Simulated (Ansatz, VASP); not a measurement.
**Two plane-wave programs on TePb**

File INCAR:

```
PREC = Accurate
ENCUT = 520
EDIFF = 1E-6
ISMEAR = -1
SIGMA = 0.08
LREAL = F
LASPH = T
NELM = 60
ALGO = Normal
ISIF = 2
LWAVE = F
LCHARG = F
NBANDS = 17
```

File KPOINTS:

```
regular mesh
0
Gamma
  12 12 12
```

Contents of POSCAR:

```
TePb
1.0
    0.0000000000      2.9617611870      2.9617611870
    2.9617611870      0.0000000000      2.9617611870
    2.9617611870      2.9617611870      0.0000000000
Pb Te
1 1
Direct
    0.0000000000      0.0000000000      0.0000000000
    0.5000000000      0.5000000000      0.5000000000
```

Input for Ansatz:

```yaml
crystal:
  lattice:
    - [0.0, 2.961761187, 2.961761187]
    - [2.961761187, 0.0, 2.961761187]
    - [2.961761187, 2.961761187, 0.0]
  atoms:
    - { symbol: Pb, position: [0.0, 0.0, 0.0] }
    - { symbol: Te, position: [0.5, 0.5, 0.5] }
kpoints:
  mp_grid: { grid: [12, 12, 12] }
scf:
  occupations: { method: fermi_dirac, width: 0.08 }
hamiltonian:
  xc: lda
  pseudopotentials: { kind: paw }
output:
  forces: true
  stress: true
  eigenvalues: true
  populations: true
```

Change from the starting cell: volume scaled by 0.8, PAW files.

Alike in both runs: task single point; functional LDA; k mesh 12 × 12 × 12; occupations fermi-dirac, width 0.08 eV; no spin polarisation.

```csv
,VASP,Ansatz
version,VASP 6.6.1,Ansatz 0.2.0
potentials or method,"VASP PAW LDA potentials, release 64 (Pb_d, Te)","PAW with Ansatz's default frozen-core files, scalar-relativistic"
plane-wave cutoff (eV),520,420
valence electrons in the cell,20,30
```

```tsv
	VASP	Ansatz	Ansatz less VASP
pressure (GPa)	18.1	17.9	-0.20
```

LDA's correlation is that of Perdew and Zunger in VASP and of Perdew and Wang (1992) in Ansatz. VASP's potentials hold 20 valence electrons a cell and Ansatz's 30, so a difference there can come from the potentials and not from the codes.

Spin-orbit coupling is off throughout.
